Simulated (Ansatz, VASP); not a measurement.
# TiCo in VASP and in Ansatz

File INCAR:

```
SYSTEM = TiCo
PREC = Accurate ; ENCUT = 690
EDIFF = 1E-6 ; ISMEAR = 0
SIGMA = 0.1 ; LREAL = .False.
LASPH = .True. ; NELM = 200
ALGO = Normal ; ISIF = 2
LWAVE = .False. ; LCHARG = .False.
ISPIN = 2 ; MAGMOM = 0 1.09
LORBIT = 11 ; LMAXMIX = 4
GGA = PE ; NBANDS = 26
GGA_COMPAT = .False.
```

The input KPOINTS:

```
regular mesh
0
Gamma
  14 14 14
  0 0 0
```

POSCAR

```
TiCo
1.0
    2.9246398333      0.0000000000      0.0000000000
    0.0000000000      2.9246398333      0.0000000000
    0.0000000000      0.0000000000      2.9246398333
Ti Co
1 1
Direct
    0.0000000000      0.0000000000      0.0000000000
    0.5000000000      0.5000000000      0.5000000000
```

Input for Ansatz:

```yaml
crystal:
  lattice:
    - [2.9246398362, 0.0, 0.0]
    - [0.0, 2.9246398362, 0.0]
    - [0.0, 0.0, 2.9246398362]
  atoms:
    - { symbol: Ti, position: [0.0, 0.0, 0.0] }
    - { symbol: Co, position: [0.5, 0.5, 0.5], spin: 1.09 }
basis:
  ecutwfc: 420
kpoints:
  mp_grid: { grid: [14, 14, 14] }
hamiltonian:
  xc: pbe
scf:
  occupations: { method: gaussian, width: 0.1 }
output:
  forces: true
  stress: true
  eigenvalues: true
  populations: true
magnetization:
  spin_polarized: true
```

Alike in both runs: task single point; functional PBE; k mesh 14 × 14 × 14; occupations gaussian, width 0.1 eV; collinear spin.

|  | VASP | Ansatz |
| --- | --- | --- |
| version | VASP 6.6.1 | Ansatz 0.2.0 |
| potentials or method | VASP PAW PBE potentials, release 64 (Ti_sv, Co_sv), cutoff 690 eV | scalar-relativistic, plane waves, PAW |
| valence electrons in the cell | 29 | 29 |

```csv
,VASP,Ansatz,Ansatz less VASP
gap on the k mesh at the Fermi level (eV),none,none,-
pressure (GPa),10.6,11.3,+0.71
net moment per atom (μB),0.39,0.39,0.000
size of the moment on the site where the two differ most (μB),0.81,0.83,+0.018
```

Site moments also hang on the region over which each program counts them. A gap of «none» marks a metal or a gap that the smearing closes. The functional is the same, so the differences come from potentials, cutoffs and numerics.
